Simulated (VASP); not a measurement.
GeBi3, 4 atoms in the cell. The structure is cubic, space group Pm-3m (No. 221). The conventional cell has a = 4.881 Å, b = 4.881 Å, c = 4.881 Å, α = 90.00°, β = 90.00°, γ = 90.00°. Ge (site symmetry m-3m) has 12 Bi at 3.45 Å within 4.5 Å. Bi (site symmetry 4/mmm) has 4 Ge at 3.45 Å and 8 Bi at 3.45 Å within 4.5 Å. 

| Item | Value |
| --- | --- |
| Program | VASP 6.6.1 |
| Task | relaxation of cell and atoms |
| Functional | PBE |
| Potentials or basis | VASP PAW PBE potentials, release 64 (Ge_d, Bi_d) |
| Cutoff | 600 eV |
| k mesh | 5 × 5 × 5 |
| Occupations | fermi-dirac, width 0.05 eV |
| Spin | no spin polarisation |
| Dipole correction | no |
| Further INCAR settings | ALGO = Normal; EDIFF = 1e-06; IBRION = 2; EDIFFG = -0.03; NSW = 80; ISIF = 3 |

Potentials or basis: VASP PAW PBE potentials, release 64 (Ge_d, Bi_d).

Command:

```sh
$ cat potpaw_PBE.64/Ge_d/POTCAR potpaw_PBE.64/Bi_d/POTCAR > POTCAR
$ mpirun -np 1 vasp_std > vasp.out
```

Hardware: 1 thread of AMD EPYC 9R45 96-Core Processor (Zen 5), with other jobs on the host.

How long does it take, and how much memory?

Run time: 22 s on 1 thread of AMD EPYC 9R45 96-Core Processor (Zen 5) (shared host), peak memory 0.22 GiB. Counts: scf iterations 12, k points 10, ion steps 1.
